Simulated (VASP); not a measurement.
# Ti3Al (P-6m2) in VASP: single point with PBE

Aim: the single point of Ti3Al with PBE.

All numbers are computed with VASP 6.6.1; they aren't measurements. Logs are shortened: lines on timing, memory, paths and dates and some standing lists are left out, and cuts for length are marked.

## 1. The cell of the first run

The structure is hexagonal, space group P-6m2 (No. 187). The conventional cell has a = 2.930 Å, b = 2.930 Å, c = 9.232 Å, α = 90.00°, β = 90.00°, γ = 120.00°. Ti (site symmetry -6m2) has 12 Ti at 2.86 to 2.93 Å within 3.8 Å. Ti (site symmetry 3m) has 9 Ti at 2.86 to 2.93 Å and 3 Al at 2.86 Å within 3.8 Å. Al (site symmetry -6m2) has 6 Ti at 2.86 Å and 6 Al at 2.93 Å within 3.8 Å.

## 2. Single point, PBE

Input file INCAR:

```
SYSTEM = Ti3Al
ALGO = Normal
EDIFF = 1E-6
ENCUT = 520
GGA = PE
ISIF = 2
ISMEAR = 0
LASPH = .True.
LCHARG = .False.
LREAL = .False.
LWAVE = .False.
NBANDS = 28
NELM = 100
PREC = Accurate
SIGMA = 0.15
```

Input file KPOINTS:

```
k-points
0
Gamma
  15 15 6
  0 0 0
```

Input file POSCAR:

```
Ti3Al
1.0
    2.9297375378      0.0000000000      0.0000000000
   -1.4648687689      2.5372271341      0.0000000000
    0.0000000000      0.0000000000      9.2315308735
Ti Al
3 1
Direct
    0.6666666667      0.3333333333      0.0000000000
    0.3333333333      0.6666666667      0.7504575700
    0.3333333333      0.6666666667      0.2495424300
    0.6666666667      0.3333333333      0.5000000000
```

Potentials or basis: VASP PAW PBE potentials, release 64 (Ti_sv, Al).

The run is started by

```bash
$ cat potpaw_PBE.64/Ti_sv/POTCAR potpaw_PBE.64/Al/POTCAR > POTCAR
$ mpirun -np 1 vasp_std > vasp.out
```

OUTCAR:

```text
SYSTEM = Ti3Al
   EDIFF = 1E-6
   ENCUT = 520
   GGA = PE
   ISIF = 2
   ISMEAR = 0
   LASPH = .True.
   LREAL = .False.
   NELM = 100
   PREC = Accurate

 ion  position               nearest neighbor table
   1  0.667  0.333  0.000-   2 2.86   3 2.86   2 2.86   3 2.86   2 2.86   3 2.86
   2  0.333  0.667  0.750-   1 2.86   1 2.86   1 2.86   4 2.86   4 2.86   4 2.86
   3  0.333  0.667  0.250-   1 2.86   1 2.86   1 2.86   4 2.86   4 2.86   4 2.86
   4  0.667  0.333  0.500-   2 2.86   3 2.86   2 2.86   3 2.86   2 2.86   3 2.86

  LATTYP: Found a hexagonal cell.
 ALAT       =     2.9297375378
 C/A-ratio  =     3.1509753875

  Lattice vectors:

 A1 = (   2.9297375378,   0.0000000000,   0.0000000000)
 A2 = (  -1.4648687689,   2.5372271341,   0.0000000000)
 A3 = (   0.0000000000,   0.0000000000,   9.2315308735)

Analysis of symmetry for initial positions (statically):
=====================================================================
 Subroutine PRICEL returns:
 Original cell was already a primitive cell.

 Routine SETGRP: Setting up the symmetry group for a
 hexagonal supercell.

 Subroutine GETGRP returns: Found 12 space group operations
 (whereof 12 operations were pure point group operations)
 out of a pool of 24 trial point group operations.

The static configuration has the point symmetry D_3h.

Analysis of symmetry for dynamics (positions and initial velocities):
=====================================================================
 Subroutine PRICEL returns:
 Original cell was already a primitive cell.

 Routine SETGRP: Setting up the symmetry group for a
 hexagonal supercell.

 Subroutine GETGRP returns: Found 12 space group operations
 (whereof 12 operations were pure point group operations)
 out of a pool of 24 trial point group operations.

The dynamic configuration has the point symmetry D_3h.

 Subroutine INISYM returns: Found 12 space group operations
 (whereof 12 operations are pure point group operations),
 and found     1 'primitive' translations

----------------------------------------------------------------------------------------

                                     Primitive cell

  volume of cell :      68.6218

  direct lattice vectors                    reciprocal lattice vectors
     2.929737538  0.000000000  0.000000000     0.341327504  0.197065526  0.000000000
    -1.464868769  2.537227134  0.000000000     0.000000000  0.394131052  0.000000000
     0.000000000  0.000000000  9.231530874     0.000000000  0.000000000  0.108324395

  length of vectors
     2.929737538  2.929737538  9.231530874     0.394131052  0.394131052  0.108324395

  position of ions in fractional coordinates (direct lattice)
     0.666666667  0.333333333  0.000000000
     0.333333333  0.666666667  0.750457570
     0.333333333  0.666666667  0.249542430
     0.666666667  0.333333333  0.500000000

  ion indices of the primitive-cell ions
   primitive index   ion index
                 1           1
                 2           2
                 3           3
                 4           4

----------------------------------------------------------------------------------------

 KPOINTS: k-points

Automatic generation of k-mesh.
 Grid dimensions read from file:
 generate k-points for:   15   15    6

 Generating k-lattice:

  Cartesian coordinates                     Fractional coordinates (reciprocal lattice)
     0.022755167  0.013137702  0.000000000     0.066666667  0.000000000  0.000000000
     0.000000000  0.026275403  0.000000000     0.000000000  0.066666667  0.000000000
     0.000000000  0.000000000  0.018054066     0.000000000  0.000000000  0.166666667

  Length of vectors
     0.026275403  0.026275403  0.018054066

  Shift w.r.t. Gamma in fractional coordinates (k-lattice)
     0.000000000  0.000000000  0.000000000

 Subroutine IBZKPT returns following result:
 ===========================================

 Found    108 irreducible k-points:

 Following reciprocal coordinates:
            Coordinates               Weight
  0.000000  0.000000  0.000000      1.000000
  0.066667  0.000000  0.000000      6.000000
  0.133333  0.000000  0.000000      6.000000
  0.200000  0.000000  0.000000      6.000000
  0.266667  0.000000  0.000000      6.000000
  0.333333  0.000000  0.000000      6.000000
[... 16 lines left out ...]
  0.333333  0.200000  0.000000     12.000000
  0.400000  0.200000  0.000000      6.000000
 [... further k-points ...]
   k-points           NKPTS =    108   k-points in BZ     NKDIM =    108   number of bands    NBANDS=     28
   number of dos      NEDOS =    301   number of ions     NIONS =      4
   total plane-waves  NPLWV =  40320
   dimension x,y,z NGX =    24 NGY =   24 NGZ =   70
   dimension x,y,z NGXF=    48 NGYF=   48 NGZF=  140
   ions per type =               3   1
   NGX,Y,Z   is equivalent  to a cutoff of  13.62, 13.62, 12.61 a.u.
   NGXF,Y,Z  is equivalent  to a cutoff of  27.24, 27.24, 25.21 a.u.
 SYSTEM =  Ti3Al
   PREC   = accura    normal or accurate (medium, high low for compatibility)
   ISTART =      0    job   : 0-new  1-cont  2-samecut
   ICHARG =      2    charge: 1-file 2-atom 10-const
   ISPIN  =      1    spin polarized calculation?
   LNONCOLLINEAR =      F non collinear calculations
   LSORBIT =      F    spin-orbit coupling
   LASPH  =      T    aspherical Exc in radial PAW
   ENCUT  =  520.0 eV  38.22 Ry    6.18 a.u.   5.45  5.45 17.16*2*pi/ulx,y,z
   NELM   =    100;   NELMIN=  2; NELMDL= -5     # of ELM steps
   EDIFF  = 0.1E-05   stopping-criterion for ELM
   LREAL  =      F    real-space projection
   EDIFFG = 0.1E-04   stopping-criterion for IOM
   NSW    =      0    number of steps for IOM
   IBRION =     -1    ionic relax: 0-MD 1-quasi-New 2-CG
   NFREE  =      0    steps in history (QN), initial steepest desc. (CG)
   ISIF   =      2    stress and relaxation
   ISYM   =      2    0-nonsym 1-usesym 2-fastsym
   POTIM  = 0.5000    time-step for ionic-motion
   TEBEG  =    0.0;   TEEND  =   0.0 temperature during run
   PSTRESS=    0.0 pullay stress
   NELECT =      39.0000    total number of electrons
   NUPDOWN=      -1.0000    fix difference up-down
   EMIN   =  10.00;   EMAX   =-10.00  energy-range for DOS
   EFERMI =   0.00;   METHOD = LEGACY
   ISMEAR =     0;   SIGMA  =   0.15  broadening in eV -4-tet -1-fermi 0-gaus
   EFERMI_NEDOS =   21; number of points for ismear=-14 and -15
   IALGO  =     38    algorithm
   IMIX   =      4    mixing-type and parameters
     AMIX     =   0.40;   BMIX     =  1.00
     AMIX_MAG =   1.60;   BMIX_MAG =  1.00
  volume/ion in A,a.u.               =      17.16       115.77
  Fermi-wavevector in a.u.,A,eV,Ry     =   1.356050  2.562563 25.019375  1.838872
  Thomas-Fermi vector in A             =   2.483086
   LORBIT       =      0    0 simple, 1 ext, 2 COOP (PROOUT), +10 PAW based schemes
   GGA     = PE    functional components
   LHFCALC =     F    Hartree Fock is set to
   AEXX    =    0.0000 exact exchange contribution
   IVDW    =     0    specifies the selected vdW correction
   LEPSILON=     F    determine dielectric tensor
   LRPA    =     F    only Hartree local field effects (RPA)
 non-spin polarized calculation
 Gauss-broadening in eV      SIGMA  =   0.15
  energy-cutoff  :      520.00
  volume of cell :       68.62
 maximum number of plane-waves:      1907
 NGX is ok and might be reduce to    24
   NGX = 11   NGY = 11   NGZ = 35

 number of electron      38.9999989 magnetization

 Free energy of the ion-electron system (eV)
  ---------------------------------------------------
  ext. energy  EPLUGINS =         0.00000000
  ---------------------------------------------------
  free energy    TOTEN  =       -27.79129624 eV

  energy without entropy =      -27.74874482  energy(sigma->0) =      -27.77002053

 E-fermi :   7.9640     XC(G=0): -11.1852

 val. band max:        7.9581194140   @ k =   0.1333   0.0000   0.5000
 cond. band min:       7.9681910077   @ k =   0.1333   0.0000   0.3333
 fundamental gap:      0.0100715937
 Fermi energy:         7.9639571402

 k-point     1 :       0.0000    0.0000    0.0000
  band No.  band energies     occupation
      1     -48.7704      2.00000
      2     -48.7209      2.00000
      3     -48.6658      2.00000
      4     -25.2831      2.00000
      5     -25.0366      2.00000
      6     -24.7530      2.00000
[... 20 lines left out ...]
     27      10.0557      0.00000
     28      10.6632      0.00000

 k-point     2 :       0.0667    0.0000    0.0000
  band No.  band energies     occupation
      1     -48.7663      2.00000
      2     -48.7177      2.00000
      3     -48.6637      2.00000
      4     -25.2758      2.00000
      5     -25.0366      2.00000
      6     -24.7638      2.00000
[... 20 lines left out ...]
     27      10.0116      0.00000
     28      10.6212      0.00000

 k-point     3 :       0.1333    0.0000    0.0000
  band No.  band energies     occupation
      1     -48.7544      2.00000
      2     -48.7088      2.00000
      3     -48.6578      2.00000
      4     -25.2549      2.00000
      5     -25.0392      2.00000
      6     -24.8037      2.00000
[... 20 lines left out ...]
     27       9.9258      0.00000
     28      10.5464      0.00000

 k-point     4 :       0.2000    0.0000    0.0000
  band No.  band energies     occupation
      1     -48.7365      2.00000
      2     -48.6956      2.00000
      3     -48.6494      2.00000
      4     -25.2245      2.00000
      5     -25.0528      2.00000
      6     -24.8740      2.00000
[... 578 lines left out ...]
     27      10.7572      0.00000
     28      10.9794      0.00000

 k-point    23 :       0.3333    0.2000    0.0000
  band No.  band energies     occupation
      1     -48.6560      2.00000
      2     -48.6444      2.00000
      3     -48.6275      2.00000
      4     -25.1856      2.00000
      5     -25.1713      2.00000
      6     -25.0844      2.00000
[... 20 lines left out ...]
     27      10.7297      0.00000
     28      11.1477      0.00000

 k-point    24 :       0.4000    0.2000    0.0000
  band No.  band energies     occupation
      1     -48.6500      2.00000
      2     -48.6418      2.00000
      3     -48.6283      2.00000
      4     -25.1950      2.00000
      5     -25.1752      2.00000
      6     -25.0897      2.00000
[... 20 lines left out ...]
     27      10.7153      0.00000
     28      11.3163      0.00000

 [... further k-points ...]

------------------------ aborting loop because EDIFF is reached ----------------------------------------

  FORCE on cell =-STRESS in cart. coord.  units (eV):
  Direction    XX          YY          ZZ          XY          YZ          ZX
  --------------------------------------------------------------------------------------
  -------------------------------------------------------------------------------------
  Total       -0.0589701     -0.0589701     -0.0441190      0.0000000      0.0000000     -0.0000000
  in kB       -1.3768306     -1.3768306     -1.0300885      0.0000000      0.0000000     -0.0000000
  external PRESSURE =      -1.2612499 kB  Pullay stress =       0.0000000 kB

 VOLUME and BASIS-vectors are now :
 -----------------------------------------------------------------------------
  energy-cutoff  :      520.00
  volume of cell :       68.62
      direct lattice vectors                 reciprocal lattice vectors
     2.929737538  0.000000000  0.000000000     0.341327504  0.197065526  0.000000000
    -1.464868769  2.537227134  0.000000000     0.000000000  0.394131052  0.000000000
     0.000000000  0.000000000  9.231530874     0.000000000  0.000000000  0.108324395

 POSITION                                       TOTAL-FORCE (eV/Angst)
 -----------------------------------------------------------------------------------
      1.46487      0.84574      0.00000         0.000000      0.000000      0.000000
     -0.00000      1.69148      6.92787        -0.000000      0.000000      0.007294
     -0.00000      1.69148      2.30366        -0.000000      0.000000     -0.007294
      1.46487      0.84574      4.61577         0.000000     -0.000000      0.000000
 -----------------------------------------------------------------------------------
    total drift:                                0.000000     -0.000000      0.000000

  FREE ENERGIE OF THE ION-ELECTRON SYSTEM (eV)
  ---------------------------------------------------
  free  energy   TOTEN  =       -27.7912962370 eV

  energy  without entropy=      -27.7487448220  energy(sigma->0) =      -27.77002053
```

Wall time 4.3 min (1 thread of Intel Xeon 8259CL, shared host); peak memory 0.31 GiB.

What came out:

| Property | Result |
| --- | --- |
| Free energy | -27.7913 eV |
| Pressure | -0.1 GPa |
| Largest force | 0.007 eV/Å |
| Band gap on the k mesh | zero (an odd number of electrons rules out a gap without spin polarisation) |

Forces on the atoms (eV/Å):
```
Ti   0.000  0.000  0.000
Ti   0.000  0.000  0.007
Ti   0.000  0.000 -0.007
Al   0.000  0.000  0.000
```

Levels at points of the mesh, in eV from the Fermi level:
```csv
k point,band 18,band 19,band 20,band 21,band 22,band 23
"(0.00, 0.00, 0.00)",0.47,0.74,0.83,0.83,0.92,0.92
"(0.00, 0.00, 0.50)",0.43,0.77,0.84,0.84,0.91,0.91
```
